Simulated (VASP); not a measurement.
The system is MnO2.

```xyz
3
Lattice="2.8566 0.0000 0.0000 -1.4283 2.4739 0.0000 0.0000 0.0000 4.7854" Properties=species:S:1:pos:R:3 pbc="T T T"
Mn    0.0000    0.0000    2.3927
O     0.0000    1.6492    3.3343
O     1.4283    0.8246    1.4511
```

Base run:

```yaml
Program: VASP 6.6.1
Functional: PBEsol
Potentials_or_basis: VASP PAW PBE potentials, release 64 (Mn_pv, O)
Cutoff: 520 eV
k_mesh: 9 × 9 × 5
Occupations: fermi-dirac, width 0.05 eV
Spin: collinear spin, ferromagnetic start
Starting_moments: "[4.0, 0.0, 0.0] μB"
```

Its results: band gap on the k mesh 0.72 eV, indirect (least direct gap 0.77 eV); pressure -0.3 GPa; net moment 3.00 μB per cell; site moments Mn +2.83; O +0.04 μB; largest force 0.086 eV/Å.

Problem. The run is repeated on the same cell with these changes: potentials or basis from VASP PAW PBE potentials, release 64 (Mn_pv, O) to VASP PAW PBE potentials, release 64 (Mn_sv, O); cutoff from 520 eV to 600 eV; valence electrons from 25 to 27. What comes out?

Solution. Band gap on the k mesh 0.74 eV, indirect (least direct gap 0.79 eV); pressure -2.2 GPa; net moment 3.00 μB per cell; site moments Mn +2.72; O +0.04 μB; largest force 0.005 eV/Å.

Caveats: the PAW data sets were made with another functional, which shifts forces and pressure a little; a cell with one magnetic atom can't hold antiferromagnetic order, which such compounds often take.

A k mesh can miss the band edges.
